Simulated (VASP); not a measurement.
# Cu (Fmmm) in VASP: single point with PBEsol

Aim: the single point of Cu with PBEsol.

Program: VASP 6.6.1. These are calculated values, not measurements. Logs are shortened: lines on timing, memory, paths and dates and some standing lists are left out, and cuts for length are marked.

**1. The cell of the first run**

The structure is orthorhombic, space group Fmmm (No. 69). Conventional cell: a = 2.720 Å, b = 4.077 Å, c = 4.098 Å, α = 90.00°, β = 90.00°, γ = 90.00°. Within 3.2 Å of Cu (site symmetry mmm) lie 14 Cu at 2.45 to 2.89 Å.

**2. Single point, PBEsol (strain +0.0050 x Voigt [0, 0, 0, 0, 0, 1])**

File INCAR:

```
SYSTEM = Cu
ALGO = Normal ; EDIFF = 1E-6
ENCUT = 820 ; GGA = PS
GGA_COMPAT = .False. ; ISIF = 2
ISMEAR = 0 ; LASPH = .True.
LCHARG = .False. ; LREAL = .False.
LWAVE = .False. ; NBANDS = 16
NELM = 120 ; PREC = Accurate
SIGMA = 0.15
```

File KPOINTS:

```
k-points
0
Gamma
  30 30 30
  0 0 0
```

File POSCAR:

```
Cu
1.0
   -1.4414790003      1.4414790003      1.3600071991
    1.4414790003     -1.4414790003      1.3600071991
    1.4487044589      1.4487044589     -1.3600071991
Cu
1
Direct
    0.0000000000      0.0000000000      0.0000000000
```

Potentials or basis: VASP PAW PBE potentials, release 64 (Cu_sv_GW).

Run with:

```
$ cat potpaw_PBE.64/Cu_sv_GW/POTCAR > POTCAR
$ mpirun -np 1 vasp_std > vasp.out
```

OUTCAR:

```text
SYSTEM = Cu
   EDIFF = 1E-6
   ENCUT = 820
   GGA = PS
   ISIF = 2
   ISMEAR = 0
   LASPH = .True.
   LREAL = .False.
   NELM = 120
   PREC = Accurate

 ion  position               nearest neighbor table
   1  0.000  0.000  0.000-

  LATTYP: Found a face centered orthorhombic cell.
 ALAT       =     2.7200143982
 B/A-ratio  =     1.4989326185
 C/A-ratio  =     1.5064460651

  Lattice vectors:

 A1 = (   2.8901834592,   0.0072254586,   0.0000000000)
 A2 = (   1.4487044589,   1.4487044589,   1.3600071991)
 A3 = (   1.4414790003,  -1.4414790003,   1.3600071991)

Analysis of symmetry for initial positions (statically):
=====================================================================
 Subroutine PRICEL returns:
 Original cell was already a primitive cell.

 Routine SETGRP: Setting up the symmetry group for a
 face centered orthorhombic supercell.

 Subroutine GETGRP returns: Found  8 space group operations
 (whereof  8 operations were pure point group operations)
 out of a pool of  8 trial point group operations.

The static configuration has the point symmetry D_2h.

Analysis of symmetry for dynamics (positions and initial velocities):
=====================================================================
 Subroutine PRICEL returns:
 Original cell was already a primitive cell.

 Routine SETGRP: Setting up the symmetry group for a
 face centered orthorhombic supercell.

 Subroutine GETGRP returns: Found  8 space group operations
 (whereof  8 operations were pure point group operations)
 out of a pool of  8 trial point group operations.

The dynamic configuration has the point symmetry D_2h.

 Subroutine INISYM returns: Found  8 space group operations
 (whereof  8 operations are pure point group operations),
 and found     1 'primitive' translations

----------------------------------------------------------------------------------------

                                     Primitive cell

  volume of cell :      11.3603

  direct lattice vectors                    reciprocal lattice vectors
    -1.441479000  1.441479000  1.360007199    -0.000865002  0.346000960  0.367645113
     1.441479000 -1.441479000  1.360007199     0.346000960 -0.000865002  0.367645113
     1.448704459  1.448704459 -1.360007199     0.345135957  0.345135957  0.000000000

  length of vectors
     2.450580135  2.450580135  2.459086985     0.504856753  0.504856753  0.488095951

  position of ions in fractional coordinates (direct lattice)
     0.000000000  0.000000000  0.000000000

  ion indices of the primitive-cell ions
   primitive index   ion index
                 1           1

----------------------------------------------------------------------------------------

 KPOINTS: k-points

Automatic generation of k-mesh.
 Grid dimensions read from file:
 generate k-points for:   30   30   30

 Generating k-lattice:

  Cartesian coordinates                     Fractional coordinates (reciprocal lattice)
    -0.000028833  0.011533365  0.012254837     0.033333333  0.000000000 -0.000000000
     0.011533365 -0.000028833  0.012254837     0.000000000  0.033333333 -0.000000000
     0.011504532  0.011504532  0.000000000     0.000000000  0.000000000  0.033333333

  Length of vectors
     0.016828558  0.016828558  0.016269865

  Shift w.r.t. Gamma in fractional coordinates (k-lattice)
     0.000000000  0.000000000  0.000000000

 Subroutine IBZKPT returns following result:
 ===========================================

 Found   3736 irreducible k-points:

 Following reciprocal coordinates:
            Coordinates               Weight
  0.000000  0.000000  0.000000      1.000000
  0.033333 -0.000000  0.000000      8.000000
  0.066667 -0.000000  0.000000      8.000000
  0.100000  0.000000  0.000000      8.000000
  0.133333  0.000000  0.000000      8.000000
  0.166667 -0.000000  0.000000      8.000000
[... 16 lines left out ...]
  0.233333  0.033333  0.000000      8.000000
  0.266667  0.033333  0.000000      8.000000
 [... further k-points ...]
   k-points           NKPTS =   3736   k-points in BZ     NKDIM =   3736   number of bands    NBANDS=     16
   number of dos      NEDOS =    301   number of ions     NIONS =      1
   total plane-waves  NPLWV =  13824
   dimension x,y,z NGX =    24 NGY =   24 NGZ =   24
   dimension x,y,z NGXF=    48 NGYF=   48 NGZF=   48
   ions per type =               1
   NGX,Y,Z   is equivalent  to a cutoff of  16.28, 16.28, 16.23 a.u.
   NGXF,Y,Z  is equivalent  to a cutoff of  32.56, 32.56, 32.45 a.u.
 SYSTEM =  Cu
   PREC   = accura    normal or accurate (medium, high low for compatibility)
   ISTART =      0    job   : 0-new  1-cont  2-samecut
   ICHARG =      2    charge: 1-file 2-atom 10-const
   ISPIN  =      1    spin polarized calculation?
   LNONCOLLINEAR =      F non collinear calculations
   LSORBIT =      F    spin-orbit coupling
   LASPH  =      T    aspherical Exc in radial PAW
   ENCUT  =  820.0 eV  60.27 Ry    7.76 a.u.   5.72  5.72  5.74*2*pi/ulx,y,z
   NELM   =    120;   NELMIN=  2; NELMDL= -5     # of ELM steps
   EDIFF  = 0.1E-05   stopping-criterion for ELM
   LREAL  =      F    real-space projection
   EDIFFG = 0.1E-04   stopping-criterion for IOM
   NSW    =      0    number of steps for IOM
   IBRION =     -1    ionic relax: 0-MD 1-quasi-New 2-CG
   NFREE  =      0    steps in history (QN), initial steepest desc. (CG)
   ISIF   =      2    stress and relaxation
   ISYM   =      2    0-nonsym 1-usesym 2-fastsym
   POTIM  = 0.5000    time-step for ionic-motion
   TEBEG  =    0.0;   TEEND  =   0.0 temperature during run
   PSTRESS=    0.0 pullay stress
   NELECT =      19.0000    total number of electrons
   NUPDOWN=      -1.0000    fix difference up-down
   EMIN   =  10.00;   EMAX   =-10.00  energy-range for DOS
   EFERMI =   0.00;   METHOD = LEGACY
   ISMEAR =     0;   SIGMA  =   0.15  broadening in eV -4-tet -1-fermi 0-gaus
   EFERMI_NEDOS =   21; number of points for ismear=-14 and -15
   IALGO  =     38    algorithm
   IMIX   =      4    mixing-type and parameters
     AMIX     =   0.40;   BMIX     =  1.00
     AMIX_MAG =   1.60;   BMIX_MAG =  1.00
  volume/ion in A,a.u.               =      11.36        76.66
  Fermi-wavevector in a.u.,A,eV,Ry     =   1.943254  3.672218 51.378817  3.776236
  Thomas-Fermi vector in A             =   2.972478
   LORBIT       =      0    0 simple, 1 ext, 2 COOP (PROOUT), +10 PAW based schemes
   GGA     = PS    functional components
   LHFCALC =     F    Hartree Fock is set to
   AEXX    =    0.0000 exact exchange contribution
   IVDW    =     0    specifies the selected vdW correction
   LEPSILON=     F    determine dielectric tensor
   LRPA    =     F    only Hartree local field effects (RPA)
 non-spin polarized calculation
 Gauss-broadening in eV      SIGMA  =   0.15
  energy-cutoff  :      820.00
  volume of cell :       11.36
 maximum number of plane-waves:       623
   NGX = 11   NGY = 11   NGZ = 11

 number of electron      19.0000001 magnetization

 Free energy of the ion-electron system (eV)
  ---------------------------------------------------
  ext. energy  EPLUGINS =         0.00000000
  ---------------------------------------------------
  free energy    TOTEN  =        -4.35048550 eV

  energy without entropy =       -4.34661052  energy(sigma->0) =       -4.34854801

 E-fermi :   7.8864     XC(G=0): -13.8037

 val. band max:        7.8858595121   @ k =   0.1333   0.1333   0.2333
 cond. band min:       7.8867609184   @ k =  -0.2333  -0.2667   0.0333
 fundamental gap:      0.0009014062
 Fermi energy:         7.8864277252

 k-point     1 :       0.0000    0.0000    0.0000
  band No.  band energies     occupation
      1    -104.4718      2.00000
      2     -61.9267      2.00000
      3     -61.9216      2.00000
      4     -61.9203      2.00000
      5      -1.8530      2.00000
      6       4.5171      2.00000
[... 8 lines left out ...]
     15      36.8640      0.00000
     16      36.9589      0.00000

 k-point     2 :       0.0333   -0.0000    0.0000
  band No.  band energies     occupation
      1    -104.4716      2.00000
      2     -61.9273      2.00000
      3     -61.9221      2.00000
      4     -61.9208      2.00000
      5      -1.8078      2.00000
      6       4.5222      2.00000
[... 8 lines left out ...]
     15      36.2279      0.00000
     16      36.5308      0.00000

 k-point     3 :       0.0667   -0.0000    0.0000
  band No.  band energies     occupation
      1    -104.4709      2.00000
      2     -61.9304      2.00000
      3     -61.9234      2.00000
      4     -61.9222      2.00000
      5      -1.6728      2.00000
      6       4.5290      2.00000
[... 8 lines left out ...]
     15      35.5381      0.00000
     16      36.1609      0.00000

 k-point     4 :       0.1000    0.0000    0.0000
  band No.  band energies     occupation
      1    -104.4699      2.00000
      2     -61.9368      2.00000
      3     -61.9257      2.00000
      4     -61.9230      2.00000
      5      -1.4497      2.00000
      6       4.5179      2.00000
[... 8 lines left out ...]
     15      34.9136      0.00000
     16      36.1411      0.00000

 k-point     5 :       0.1333    0.0000    0.0000
  band No.  band energies     occupation
      1    -104.4685      2.00000
      2     -61.9457      2.00000
      3     -61.9289      2.00000
      4     -61.9234      2.00000
      5      -1.1416      2.00000
      6       4.4794      2.00000
[... 8 lines left out ...]
     15      34.3483      0.00000
     16      36.3780      0.00000

 k-point     6 :       0.1667   -0.0000    0.0000
  band No.  band energies     occupation
      1    -104.4668      2.00000
      2     -61.9566      2.00000
      3     -61.9330      2.00000
      4     -61.9236      2.00000
      5      -0.7540      2.00000
      6       4.4189      2.00000
[... 8 lines left out ...]
     15      33.8637      0.00000
     16      36.7783      0.00000

 k-point     7 :       0.2000    0.0000    0.0000
  band No.  band energies     occupation
      1    -104.4649      2.00000
      2     -61.9690      2.00000
      3     -61.9376      2.00000
      4     -61.9239      2.00000
      5      -0.2950      2.00000
      6       4.3443      2.00000
[... 8 lines left out ...]
     15      33.4613      0.00000
     16      37.2996      0.00000

 k-point     8 :       0.2333   -0.0000    0.0000
  band No.  band energies     occupation
      1    -104.4630      2.00000
      2     -61.9823      2.00000
      3     -61.9426      2.00000
      4     -61.9241      2.00000
      5       0.2217      2.00000
      6       4.2619      2.00000
[... 8 lines left out ...]
     15      33.1358      0.00000
     16      37.9162      0.00000

 k-point     9 :       0.2667    0.0000    0.0000
  band No.  band energies     occupation
      1    -104.4609      2.00000
      2     -61.9957      2.00000
      3     -61.9477      2.00000
      4     -61.9243      2.00000
      5       0.7738      2.00000
      6       4.1768      2.00000
[... 8 lines left out ...]
     15      32.8795      0.00000
     16      38.6057      0.00000
[... 172 lines left out ...]
 k-point    19 :       0.1000    0.0333    0.0000
  band No.  band energies     occupation
      1    -104.4690      2.00000
      2     -61.9420      2.00000
      3     -61.9271      2.00000
      4     -61.9238      2.00000
      5      -1.2655      2.00000
      6       4.5104      2.00000
[... 8 lines left out ...]
     15      34.8106      0.00000
     16      35.8027      0.00000

 k-point    20 :       0.1333    0.0333    0.0000
  band No.  band energies     occupation
      1    -104.4675      2.00000
      2     -61.9520      2.00000
      3     -61.9308      2.00000
      4     -61.9243      2.00000
      5      -0.9152      2.00000
      6       4.4577      2.00000
[... 8 lines left out ...]
     15      34.3001      0.00000
     16      36.0767      0.00000

 k-point    21 :       0.1667    0.0333    0.0000
  band No.  band energies     occupation
      1    -104.4657      2.00000
      2     -61.9636      2.00000
      3     -61.9352      2.00000
      4     -61.9245      2.00000
      5      -0.4893      2.00000
      6       4.3871      2.00000
[... 8 lines left out ...]
     15      33.8612      0.00000
     16      36.4898      0.00000

 k-point    22 :       0.2000    0.0333    0.0000
  band No.  band energies     occupation
      1    -104.4638      2.00000
      2     -61.9763      2.00000
      3     -61.9401      2.00000
      4     -61.9248      2.00000
      5       0.0014      2.00000
      6       4.3063      2.00000
[... 8 lines left out ...]
     15      33.4987      0.00000
     16      36.9986      0.00000

 k-point    23 :       0.2333    0.0333    0.0000
  band No.  band energies     occupation
      1    -104.4618      2.00000
      2     -61.9895      2.00000
      3     -61.9452      2.00000
      4     -61.9250      2.00000
      5       0.5393      2.00000
      6       4.2210      2.00000
[... 8 lines left out ...]
     15      33.2096      0.00000
     16      37.5771      0.00000

 k-point    24 :       0.2667    0.0333    0.0000
  band No.  band energies     occupation
      1    -104.4597      2.00000
      2     -62.0028      2.00000
      3     -61.9503      2.00000
      4     -61.9252      2.00000
      5       1.0949      2.00000
      6       4.1358      2.00000
[... 8 lines left out ...]
     15      32.9870      0.00000
     16      38.2040      0.00000

 [... further k-points ...]
[... 5 lines left out ...]
  --------------------------------------------------------------------------------------
  -------------------------------------------------------------------------------------
  Total       -0.0504169     -0.0504169     -0.0422086     -0.0431779     -0.0000000      0.0000000
  in kB       -7.1104534     -7.1104534     -5.9528152     -6.0895172     -0.0000000      0.0000000
  external PRESSURE =      -6.7245740 kB  Pullay stress =       0.0000000 kB

 VOLUME and BASIS-vectors are now :
 -----------------------------------------------------------------------------
  energy-cutoff  :      820.00
  volume of cell :       11.36
      direct lattice vectors                 reciprocal lattice vectors
    -1.441479000  1.441479000  1.360007199    -0.000865002  0.346000960  0.367645113
     1.441479000 -1.441479000  1.360007199     0.346000960 -0.000865002  0.367645113
     1.448704459  1.448704459 -1.360007199     0.345135957  0.345135957  0.000000000

 POSITION                                       TOTAL-FORCE (eV/Angst)
 -----------------------------------------------------------------------------------
      0.00000      0.00000      0.00000        -0.000000      0.000000     -0.000000
 -----------------------------------------------------------------------------------
    total drift:                                0.000000      0.000000      0.000000

  FREE ENERGIE OF THE ION-ELECTRON SYSTEM (eV)
  ---------------------------------------------------
  free  energy   TOTEN  =        -4.3504855039 eV

  energy  without entropy=       -4.3466105165  energy(sigma->0) =       -4.34854801
```

Run time: 6 min. Hardware: 1 thread of Intel Xeon 6975P-C (Granite Rapids), shared host; peak memory 1.6 GiB.

Results:

- Free energy: -4.3505 eV
- Pressure: -0.7 GPa
- Band gap on the k mesh: zero (an odd number of electrons rules out a gap without spin polarisation)

Caveat: the cell differs from its parent crystal (strain +0.0050 x Voigt [0, 0, 0, 0, 0, 1]); the PAW data sets were made with another functional, which shifts forces and pressure a little.
